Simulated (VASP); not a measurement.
# Bi in VASP: further runs

The runs below take Bi through single point, with PBE.

All numbers are computed with VASP 6.6.1; they aren't measurements. Logs are shortened: lines on timing, memory, paths and dates and some standing lists are left out, and cuts for length are marked.

### 1 The cell of the first run

The cell holds a slab with vacuum, 4 atoms: a = 5.118 Å, b = 4.520 Å, c = 29.360 Å, α = 90.00°, β = 90.00°, γ = 90.00°.

### 2 Single point, PBE

INCAR reads:

```
SYSTEM = Bi
ALGO = Normal ; DIPOL = 0.5 0.5 0.324
EDIFF = 1E-6 ; ENCUT = 520
GGA = PE ; IDIPOL = 3
ISIF = 2 ; ISMEAR = 0
LASPH = .True. ; LCHARG = .False.
LDIPOL = .True. ; LREAL = .False.
LWAVE = .False. ; NBANDS = 38
NELM = 80 ; PREC = Accurate
SIGMA = 0.5
```

KPOINTS reads:

```
k-points
0
Gamma
  4 4 1
  0 0 0
```

POSCAR reads:

```
Bi
1.0
    5.1182504689      0.0000000000      0.0000000000
    0.0000000000      4.5196968759      0.0000000000
    0.0000000000      0.0000000000     29.3597916812
Bi
4
Direct
    0.0480844891      0.0000000000      0.3738669590
    0.4519155109      0.5000000000      0.3738669590
    0.5480844891      0.5000000000      0.2732765973
    0.9519155109      0.0000000000      0.2732765973
```

Potentials or basis: VASP PAW PBE potentials, release 64 (Bi_d).

On the command line:

```sh
> cat potpaw_PBE.64/Bi_d/POTCAR > POTCAR
> mpirun -np 1 vasp_std > vasp.out
```

OUTCAR:

```text
SYSTEM = Bi
   EDIFF = 1E-6
   ENCUT = 520
   GGA = PE
   ISIF = 2
   ISMEAR = 0
   LASPH = .True.
   LREAL = .False.
   NELM = 80
   PREC = Accurate

 ion  position               nearest neighbor table
   1  0.048  0.000  0.374-   4 2.99   2 3.06   2 3.06   2 3.80   2 3.80
   2  0.452  0.500  0.374-   3 2.99   1 3.06   1 3.06   1 3.80   1 3.80
   3  0.548  0.500  0.273-   2 2.99   4 3.06   4 3.06   4 3.80   4 3.80
   4  0.952  0.000  0.273-   1 2.99   3 3.06   3 3.06   3 3.80   3 3.80

  LATTYP: Found a simple orthorhombic cell.
 ALAT       =     4.5196968759
 B/A-ratio  =     1.1324322426
 C/A-ratio  =     6.4959647709

  Lattice vectors:

 A1 = (   0.0000000000,  -4.5196968759,   0.0000000000)
 A2 = (   5.1182504689,   0.0000000000,   0.0000000000)
 A3 = (   0.0000000000,   0.0000000000,  29.3597916812)

Analysis of symmetry for initial positions (statically):
=====================================================================
 Subroutine PRICEL returns:
 Original cell was already a primitive cell.

 Routine SETGRP: Setting up the symmetry group for a
 simple orthorhombic supercell.

 Subroutine GETGRP returns: Found  8 space group operations
 (whereof  2 operations were pure point group operations)
 out of a pool of  8 trial point group operations.

The static configuration has the point symmetry C_1h.
 The point group associated with its full space group is D_2h.

Analysis of symmetry for dynamics (positions and initial velocities):
=====================================================================
 Subroutine PRICEL returns:
 Original cell was already a primitive cell.

 Routine SETGRP: Setting up the symmetry group for a
 simple orthorhombic supercell.

 Subroutine GETGRP returns: Found  8 space group operations
 (whereof  2 operations were pure point group operations)
 out of a pool of  8 trial point group operations.

The dynamic configuration has the point symmetry C_1h.
 The point group associated with its full space group is D_2h.

 Subroutine INISYM returns: Found  8 space group operations
 (whereof  2 operations are pure point group operations),
 and found     1 'primitive' translations

----------------------------------------------------------------------------------------

                                     Primitive cell

  volume of cell :     679.1783

  direct lattice vectors                    reciprocal lattice vectors
     5.118250469  0.000000000  0.000000000     0.195379262  0.000000000  0.000000000
     0.000000000  4.519696876  0.000000000     0.000000000  0.221253776  0.000000000
     0.000000000  0.000000000 29.359791681     0.000000000  0.000000000  0.034060187

  length of vectors
     5.118250469  4.519696876 29.359791681     0.195379262  0.221253776  0.034060187

  position of ions in fractional coordinates (direct lattice)
     0.048084489  0.000000000  0.373866959
     0.451915511  0.500000000  0.373866959
     0.548084489  0.500000000  0.273276597
     0.951915511  0.000000000  0.273276597

  ion indices of the primitive-cell ions
   primitive index   ion index
                 1           1
                 2           2
                 3           3
                 4           4

----------------------------------------------------------------------------------------

 KPOINTS: k-points

Automatic generation of k-mesh.
 Grid dimensions read from file:
 generate k-points for:    4    4    1

 Generating k-lattice:

  Cartesian coordinates                     Fractional coordinates (reciprocal lattice)
     0.048844816  0.000000000  0.000000000     0.250000000  0.000000000  0.000000000
     0.000000000  0.055313444  0.000000000     0.000000000  0.250000000  0.000000000
     0.000000000  0.000000000  0.034060187     0.000000000  0.000000000  1.000000000

  Length of vectors
     0.048844816  0.055313444  0.034060187

  Shift w.r.t. Gamma in fractional coordinates (k-lattice)
     0.000000000  0.000000000  0.000000000

 Subroutine IBZKPT returns following result:
 ===========================================

 Found      9 irreducible k-points:

 Following reciprocal coordinates:
            Coordinates               Weight
  0.000000  0.000000  0.000000      1.000000
  0.250000  0.000000  0.000000      2.000000
  0.500000  0.000000  0.000000      1.000000
  0.000000  0.250000  0.000000      2.000000
  0.250000  0.250000  0.000000      4.000000
  0.500000  0.250000  0.000000      2.000000
  0.000000  0.500000  0.000000      1.000000
  0.250000  0.500000  0.000000      2.000000
  0.500000  0.500000  0.000000      1.000000
   k-points           NKPTS =      9   k-points in BZ     NKDIM =      9   number of bands    NBANDS=     38
   number of dos      NEDOS =    301   number of ions     NIONS =      4
   total plane-waves  NPLWV = 322560
   dimension x,y,z NGX =    40 NGY =   36 NGZ =  224
   dimension x,y,z NGXF=    80 NGYF=   72 NGZF=  448
   ions per type =               4
   NGX,Y,Z   is equivalent  to a cutoff of  12.99, 13.24, 12.68 a.u.
   NGXF,Y,Z  is equivalent  to a cutoff of  25.98, 26.48, 25.37 a.u.
 SYSTEM =  Bi
   PREC   = accura    normal or accurate (medium, high low for compatibility)
   ISTART =      0    job   : 0-new  1-cont  2-samecut
   ICHARG =      2    charge: 1-file 2-atom 10-const
   ISPIN  =      1    spin polarized calculation?
   LNONCOLLINEAR =      F non collinear calculations
   LSORBIT =      F    spin-orbit coupling
   LASPH  =      T    aspherical Exc in radial PAW
   ENCUT  =  520.0 eV  38.22 Ry    6.18 a.u.   9.52  8.40 54.59*2*pi/ulx,y,z
   NELM   =     80;   NELMIN=  2; NELMDL= -5     # of ELM steps
   EDIFF  = 0.1E-05   stopping-criterion for ELM
   LREAL  =      F    real-space projection
[... 7 lines left out ...]
   TEBEG  =    0.0;   TEEND  =   0.0 temperature during run
   PSTRESS=    0.0 pullay stress
   NELECT =      60.0000    total number of electrons
   NUPDOWN=      -1.0000    fix difference up-down
   EMIN   =  10.00;   EMAX   =-10.00  energy-range for DOS
   EFERMI =   0.00;   METHOD = LEGACY
   ISMEAR =     0;   SIGMA  =   0.50  broadening in eV -4-tet -1-fermi 0-gaus
   EFERMI_NEDOS =   21; number of points for ismear=-14 and -15
   IALGO  =     38    algorithm
   IMIX   =      4    mixing-type and parameters
     AMIX     =   0.40;   BMIX     =  1.00
     AMIX_MAG =   1.60;   BMIX_MAG =  1.00
  volume/ion in A,a.u.               =     169.79      1145.83
  Fermi-wavevector in a.u.,A,eV,Ry     =   0.729117  1.377832  7.233018  0.531612
  Thomas-Fermi vector in A             =   1.820759
   LORBIT       =      0    0 simple, 1 ext, 2 COOP (PROOUT), +10 PAW based schemes
   GGA     = PE    functional components
   LHFCALC =     F    Hartree Fock is set to
   AEXX    =    0.0000 exact exchange contribution
   IVDW    =     0    specifies the selected vdW correction
   LEPSILON=     F    determine dielectric tensor
   LRPA    =     F    only Hartree local field effects (RPA)
 non-spin polarized calculation
 Gauss-broadening in eV      SIGMA  =   0.50
  energy-cutoff  :      520.00
  volume of cell :      679.18
 maximum number of plane-waves:     18339
 NGX is ok and might be reduce to    40
   NGX = 19   NGY = 17   NGZ =109

 dipolmoment           0.000000      0.000000      0.000003 electrons x Angstroem

 number of electron      60.0000022 magnetization

 dipolmoment           0.000000      0.000000     -0.000001 electrons x Angstroem

 Free energy of the ion-electron system (eV)
  ---------------------------------------------------
  ext. energy  EPLUGINS =         0.00000000
  ---------------------------------------------------
  free energy    TOTEN  =       -15.14962860 eV

  energy without entropy =      -15.07416673  energy(sigma->0) =      -15.11189766

 E-fermi :  -1.6941     XC(G=0):  -2.4217

 val. band max:       -1.9122512990   @ k =   0.0000   0.0000   0.0000
 cond. band min:      -1.3592125120   @ k =   0.0000   0.0000   0.0000
 fundamental gap:      0.5530387870
 Fermi energy:        -1.6940962811

 k-point     1 :       0.0000    0.0000    0.0000
  band No.  band energies     occupation
      1     -24.5796      2.00000
      2     -24.5728      2.00000
      3     -24.5637      2.00000
      4     -24.4498      2.00000
      5     -24.4396      2.00000
      6     -24.4360      2.00000
[... 30 lines left out ...]
     37       2.1801      0.00000
     38       2.5519      0.00000

 k-point     2 :       0.2500    0.0000    0.0000
  band No.  band energies     occupation
      1     -24.5640      2.00000
      2     -24.5535      2.00000
      3     -24.5469      2.00000
      4     -24.4750      2.00000
      5     -24.4372      2.00000
      6     -24.4315      2.00000
[... 30 lines left out ...]
     37       1.9522      0.00000
     38       2.3679      0.00000

 k-point     3 :       0.5000    0.0000    0.0000
  band No.  band energies     occupation
      1     -24.5298      2.00000
      2     -24.5298      2.00000
      3     -24.5236      2.00000
      4     -24.5236      2.00000
      5     -24.4295      2.00000
      6     -24.4295      2.00000
[... 30 lines left out ...]
     37       2.9568      0.00000
     38       2.9568      0.00000

 k-point     4 :       0.0000    0.2500    0.0000
  band No.  band energies     occupation
      1     -24.5687      2.00000
      2     -24.5495      2.00000
      3     -24.5305      2.00000
      4     -24.4449      2.00000
      5     -24.4215      2.00000
      6     -24.4135      2.00000
[... 30 lines left out ...]
     37       2.0563      0.00000
     38       2.4484      0.00000

 k-point     5 :       0.2500    0.2500    0.0000
  band No.  band energies     occupation
      1     -24.5720      2.00000
      2     -24.5459      2.00000
      3     -24.5041      2.00000
      4     -24.4645      2.00000
      5     -24.4248      2.00000
      6     -24.4152      2.00000
[... 30 lines left out ...]
     37       2.6203      0.00000
     38       2.7463      0.00000

 k-point     6 :       0.5000    0.2500    0.0000
  band No.  band energies     occupation
      1     -24.5570      2.00000
      2     -24.5570      2.00000
      3     -24.4800      2.00000
      4     -24.4800      2.00000
      5     -24.4255      2.00000
      6     -24.4255      2.00000
[... 30 lines left out ...]
     37       2.9290      0.00000
     38       2.9290      0.00000

 k-point     7 :       0.0000    0.5000    0.0000
  band No.  band energies     occupation
      1     -24.5482      2.00000
      2     -24.5482      2.00000
      3     -24.4269      2.00000
      4     -24.4269      2.00000
      5     -24.4138      2.00000
      6     -24.4138      2.00000
[... 30 lines left out ...]
     37       3.2584      0.00000
     38       3.2584      0.00000

 k-point     8 :       0.2500    0.5000    0.0000
  band No.  band energies     occupation
      1     -24.5574      2.00000
      2     -24.5574      2.00000
      3     -24.4484      2.00000
      4     -24.4484      2.00000
      5     -24.4119      2.00000
      6     -24.4119      2.00000
[... 30 lines left out ...]
     37       2.9012      0.00000
     38       2.9012      0.00000

 k-point     9 :       0.5000    0.5000    0.0000
  band No.  band energies     occupation
      1     -24.5657      2.00000
      2     -24.5657      2.00000
      3     -24.4612      2.00000
      4     -24.4612      2.00000
      5     -24.4109      2.00000
      6     -24.4109      2.00000
[... 30 lines left out ...]
     37       3.7926      0.00000
     38       3.7926      0.00000

------------------------ aborting loop because EDIFF is reached ----------------------------------------

 vacuum level on the upper side and lower side of the slab       (xc-potential included)        -0.005        -0.005

  FORCE on cell =-STRESS in cart. coord.  units (eV):
  Direction    XX          YY          ZZ          XY          YZ          ZX
  --------------------------------------------------------------------------------------
  -------------------------------------------------------------------------------------
  Total       -0.0266148      1.1331058      0.8271372      0.0000000      0.0000000      0.0000000
  in kB       -0.0627841      2.6729893      1.9512114      0.0000000      0.0000000      0.0000000
  external PRESSURE =       1.5204722 kB  Pullay stress =       0.0000000 kB

 VOLUME and BASIS-vectors are now :
 -----------------------------------------------------------------------------
  energy-cutoff  :      520.00
  volume of cell :      679.18
      direct lattice vectors                 reciprocal lattice vectors
     5.118250469  0.000000000  0.000000000     0.195379262  0.000000000  0.000000000
     0.000000000  4.519696876  0.000000000     0.000000000  0.221253776  0.000000000
     0.000000000  0.000000000 29.359791681     0.000000000  0.000000000  0.034060187

 POSITION                                       TOTAL-FORCE (eV/Angst)
 -----------------------------------------------------------------------------------
      0.24611      0.00000     10.97666        -0.133351      0.000000      0.151133
      2.31302      2.25985     10.97666         0.133351      0.000000      0.151133
      2.80523      2.25985      8.02334        -0.133351      0.000000     -0.151133
      4.87214      0.00000      8.02334         0.133351     -0.000000     -0.151133
 -----------------------------------------------------------------------------------
    total drift:                                0.000000      0.000000     -0.000093

  FREE ENERGIE OF THE ION-ELECTRON SYSTEM (eV)
  ---------------------------------------------------
  free  energy   TOTEN  =       -15.1496285980 eV

  energy  without entropy=      -15.0741667294  energy(sigma->0) =      -15.11189766

 vacuum level on the upper side and lower side of the slab         2.101         2.101
```

Wall time 11 min (1 thread of Intel Xeon 8259CL, shared host); peak memory 0.73 GiB.

Results:

```
Free energy   : -15.1496 eV
Largest force : 0.202 eV/Å
```

Forces in eV/Å, atoms in the order of the input:
```
Bi  -0.133  0.000  0.151
Bi   0.133  0.000  0.151
Bi  -0.133  0.000 -0.151
Bi   0.133  0.000 -0.151
```

Levels at points of the mesh, in eV from the Fermi level:
```
           k point  band 26  band 27  band 28  band 29  band 30  band 31  band 32  band 33  band 34  band 35
(0.00, 0.00, 0.00)    -2.91    -2.36    -1.53    -1.11    -0.22     0.33     2.19     2.30     2.78     3.27
(0.50, 0.00, 0.00)    -2.22    -1.15    -1.15    -0.76    -0.76     0.72     0.72     1.69     1.69     1.91
(0.00, 0.50, 0.00)    -2.19    -1.65    -1.65    -1.50    -1.50     0.64     0.64     1.01     1.01     2.10
(0.50, 0.50, 0.00)    -4.10    -3.02    -3.02    -1.59    -1.59     2.09     2.09     4.12     4.12     4.30
```

Caveat: so wide a smearing shifts energies and pressures; spin-orbit coupling is left out, which moves the levels of the heavy elements.

### 3 Single point, PBE

INCAR reads:

```
ALGO = Normal
DIPOL = 0.5 0.5 0.324
EDIFF = 1E-6
ENCUT = 520
GGA = PE
IDIPOL = 3
ISIF = 2
ISMEAR = 1
LASPH = T
LCHARG = T
LDIPOL = T
LELF = T
LREAL = F
LVACPOTAV = T
LVHAR = T
LWAVE = F
NBANDS = 38
NELM = 60
PREC = Accurate
SIGMA = 0.001
```

KPOINTS reads:

```
k-points
0
Gamma
  4 4 1
```

POSCAR is that of step 2.

Potentials or basis: VASP PAW PBE potentials, release 64 (Bi_d).

On the command line:

```sh
> cat potpaw_PBE.64/Bi_d/POTCAR > POTCAR
> mpirun -np 1 vasp_std > vasp.out
```

Run time: 11 min. Hardware: 1 thread of Intel Xeon 8259CL, shared host; peak memory 0.73 GiB.

Results (log left out):

* Free energy: -15.1308 eV
* Largest force: 0.167 eV/Å

Forces on the atoms (eV/Å):
```
Bi  -0.135  0.000  0.098
Bi   0.135  0.000  0.098
Bi  -0.135  0.000 -0.098
Bi   0.135  0.000 -0.098
```

Levels at points of the mesh, in eV from the Fermi level:
```
           k point  band 27  band 28  band 29  band 30  band 31  band 32  band 33  band 34
(0.00, 0.00, 0.00)    -2.22    -1.38    -0.97    -0.07     0.48     2.33     2.45     2.93
(0.50, 0.00, 0.00)    -1.00    -1.00    -0.62    -0.62     0.87     0.87     1.83     1.83
(0.00, 0.50, 0.00)    -1.51    -1.51    -1.35    -1.35     0.78     0.78     1.16     1.16
(0.50, 0.50, 0.00)    -2.88    -2.88    -1.44    -1.44     2.23     2.23     4.27     4.27
```

Caveat: spin-orbit coupling is left out, which moves the levels of the heavy elements.

(Continued in part 2 of 2.)
